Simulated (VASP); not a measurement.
BN (a cell with a defect):

```xyz
34
Lattice="7.4650 0.0000 0.0000 -3.7325 6.4649 0.0000 0.0000 0.0000 6.4955" Properties=species:S:1:pos:R:3 pbc="T T T"
B     0.0338    1.4316    1.6290
B     1.3475    0.6645    4.8780
B    -1.2106    3.5835    1.6291
B     0.0771    2.8681    4.8745
B    -2.4563    5.7392    1.6276
B    -1.2713    4.9555    4.8736
B     2.5218    1.4340    1.6292
B     3.5726    0.6824    4.8765
B     1.2804    3.5842    1.6293
B     0.0346    5.7395    1.6291
B     1.2507    5.0713    4.8738
B     5.0095    1.4313    1.6310
B     6.2004    0.7701    4.8786
B     3.7621    3.5840    1.6288
B     4.8639    2.8534    4.8776
B     2.5215    5.7395    1.6295
B     3.6625    5.0397    4.8806
N     0.1014    1.4232    4.8769
N     1.2736    0.7136    1.6267
N    -1.2597    3.5321    4.8725
N     0.0295    2.8687    1.6287
N    -2.4950    5.7078    4.8764
N    -1.2148    5.0237    1.6281
N     3.7615    0.7142    1.6309
N     1.2431    3.6894    4.8674
N     2.5170    2.8684    1.6291
N    -0.0517    5.7315    4.8729
N     1.2739    5.0250    1.6293
N     4.8607    1.4222    4.8788
N     6.2503    0.7155    1.6314
N     3.6640    3.6463    4.8873
N     5.0052    2.8691    1.6298
N     2.4714    5.8237    4.8791
N     3.7611    5.0247    1.6277
```

Base run:

```yaml
Program: VASP 6.6.1
Functional: PBE
Potentials_or_basis: VASP PAW PBE potentials, release 64 (B, N)
Cutoff: 520 eV
k_mesh: 2 × 2 × 2, shifted
Occupations: fermi-dirac, width 0.01 eV
Spin: no spin polarisation
```

Its results: band gap on the k mesh 0.42 eV; pressure 3.6 GPa; largest force 0.487 eV/Å.

Question: The run is repeated on the same cell with these changes: k mesh from 2 × 2 × 2, shifted to 1 × 1 × 1, shifted; occupations from fermi-dirac, width 0.01 eV to gaussian, width 0.01 eV. What comes out?

Answer: Band gap on the k mesh 0.57 eV; pressure 3.8 GPa; largest force 0.498 eV/Å.

Caveats: some runs use coarse meshes.

A k mesh can miss the band edges.
